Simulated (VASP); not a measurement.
**CaBr: single point with PBE**

The system is CaBr.

```
CELL_PARAMETERS angstrom
3.91702 0.00000 0.00000
-1.95851 3.39224 0.00000
0.00000 0.00000 4.34103
ATOMIC_POSITIONS crystal
Ca 0.00000 0.00000 0.00000
Br 0.33333 0.66667 0.50000
```

```
Program             : VASP 6.6.1
Task                : single point
Functional          : PBE
Potentials or basis : VASP PAW PBE potentials, release 64 (Ca_sv, Br)
Cutoff              : 500 eV
k mesh              : 3 × 3 × 2, shifted
Occupations         : gaussian, width 0.1 eV
Spin                : no spin polarisation
```

The pressure is 1.2 GPa and the band gap on the k mesh is zero (an odd number of electrons rules out a gap without spin polarisation).

Stress tensor (GPa, compression positive):
```
0.61 0.00 0.00
0.00 0.61 0.00
0.00 0.00 2.30
```

Levels at points of the mesh, in eV from the Fermi level:
```
             k point  band 5  band 6  band 7  band 8  band 9  band 10  band 11  band 12
(-0.10, -0.05, 0.23)  -17.52   -6.34   -5.07   -4.68   -0.43     1.37     1.72     1.95
```

Wall time 58 s on 1 thread of AMD EPYC 9R45 96-Core Processor (Zen 5), with other jobs on the host, peak memory 0.29 GiB.

Caveat: the k points lie up to 0.72 Å⁻¹ apart, too coarse for converged energies and pressures of a metal; an odd number of electrons without spin polarisation forces a metal; a magnetic or distorted state may lie lower.
